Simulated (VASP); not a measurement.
# BeAs: single point with r2SCAN

Crystal: BeAs.

```xyz
8
Lattice="4.7583 0.0000 0.0000 0.0000 4.7583 0.0000 0.0000 0.0000 4.7583" Properties=species:S:1:pos:R:3 pbc="T T T"
As    0.7137    0.7137    0.7137
As    1.6654    4.0446    3.0929
As    3.0929    1.6654    4.0446
As    4.0446    3.0929    1.6654
Be    4.0160    4.0160    4.0160
Be    3.1215    0.7423    1.6369
Be    1.6369    3.1215    0.7423
Be    0.7423    1.6369    3.1215
```

* Program: VASP 6.6.1
* Task: single point
* Functional: r2SCAN
* Potentials or basis: VASP PAW PBE potentials, release 64 (As, Be)
* Cutoff: 520 eV
* k mesh: 6 × 6 × 6
* Occupations: methfessel-paxton, width 0.0527 eV
* Spin: no spin polarisation

```
Pressure               : 4.2 GPa
Largest force          : 0.896 eV/Å
Band gap on the k mesh : zero (bands 14 and 15 overlap by 3.00 eV)
```

Forces on the atoms (eV/Å):
```
As   0.517  0.517  0.517
As  -0.517 -0.517  0.517
As   0.517 -0.517 -0.517
As  -0.517  0.517 -0.517
Be  -0.137 -0.137 -0.137
Be   0.137  0.137 -0.137
Be  -0.137  0.137  0.137
Be   0.137 -0.137  0.137
```

Levels at points of the mesh, in eV from the Fermi level:
| k point | band 12 | band 13 | band 14 | band 15 | band 16 | band 17 |
| --- | --- | --- | --- | --- | --- | --- |
| (0.00, 0.00, 0.00) | -2.57 | -1.79 | -1.79 | -1.79 | -0.09 | 1.62 |
| (0.50, 0.00, 0.00) | -1.81 | -0.90 | -0.90 | -0.28 | -0.28 | 1.20 |
| (0.50, 0.50, 0.00) | -3.67 | 0.78 | 0.78 | 1.02 | 1.02 | 2.40 |
| (0.50, 0.50, 0.50) | -0.05 | 1.10 | 1.10 | 1.10 | 1.10 | 3.92 |

It took 2.7 min on 1 thread of Intel(R) Xeon(R) Platinum 8375C CPU @ 2.90GHz (Ice Lake), on a shared host, peak memory 0.25 GiB.

Caveat: the cell stands under pressure; the PAW data sets were made with another functional, which shifts forces and pressure a little.
